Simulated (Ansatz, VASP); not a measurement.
# Mg: VASP beside Ansatz

File INCAR:

```
SYSTEM = Mg
ALGO = Normal ; EDIFF = 1E-7
ENCUT = 520 ; GGA = CA
ISIF = 2 ; ISMEAR = 0
LASPH = .TRUE. ; LCHARG = .FALSE.
LREAL = .FALSE. ; LWAVE = .FALSE.
NBANDS = 7 ; NELM = 80
PREC = Accurate ; SIGMA = 0.15
```

The input KPOINTS:

```
k-points
0
G
  18 18 16
  0 0 0
```

POSCAR

```
Mg
1.0
    3.0045453035      0.0000000000      0.0000000000
   -1.5022726518      2.6020125596      0.0000000000
    0.0000000000      0.0000000000      2.9534924429
Mg
1
Direct
    0.0000000000      0.0000000000      0.0000000000
```

Input for Ansatz:

```yaml
crystal:
  lattice:
    - [3.0045453035, 0.0, 0.0]
    - [-1.5022726518, 2.6020125596, 0.0]
    - [0.0, 0.0, 2.9534924429]
  atoms:
    - { symbol: Mg, position: [0.0, 0.0, 0.0] }
basis:
  ecutwfc: 420
kpoints:
  mp_grid: { grid: [18, 18, 16] }
hamiltonian:
  xc: lda
scf:
  occupations: { method: gaussian, width: 0.15 }
output:
  forces: true
  stress: true
  eigenvalues: true
```

Change from the starting cell: strain -0.015 along x and y, -0.030 along z, atoms carried along.

Alike in both runs: task single point; functional LDA; k mesh 18 × 18 × 16; occupations gaussian, width 0.15 eV; no spin polarisation.

```csv
,VASP,Ansatz
version,VASP 6.6.1,Ansatz 0.2.0
potentials or method,"VASP PAW LDA potentials, release 64 (Mg), cutoff 520 eV","scalar-relativistic, plane waves, PAW"
valence electrons in the cell,2,10
```

|  | VASP | Ansatz | Ansatz less VASP |
| --- | --- | --- | --- |
| gap on the k mesh at the Fermi level (eV) | none | none | - |
| pressure (GPa) | 1.0 | 1.3 | +0.26 |
| traceless stress, the component that is largest in VASP (GPa) | 0.28 | 0.27 | -0.009 |

LDA's correlation is that of Perdew and Zunger in VASP and of Perdew and Wang (1992) in Ansatz. A gap of «none» marks a metal or a gap that the smearing closes. VASP's potentials hold 2 valence electrons a cell and Ansatz's 10, so a difference there can come from the potentials and not from the codes.
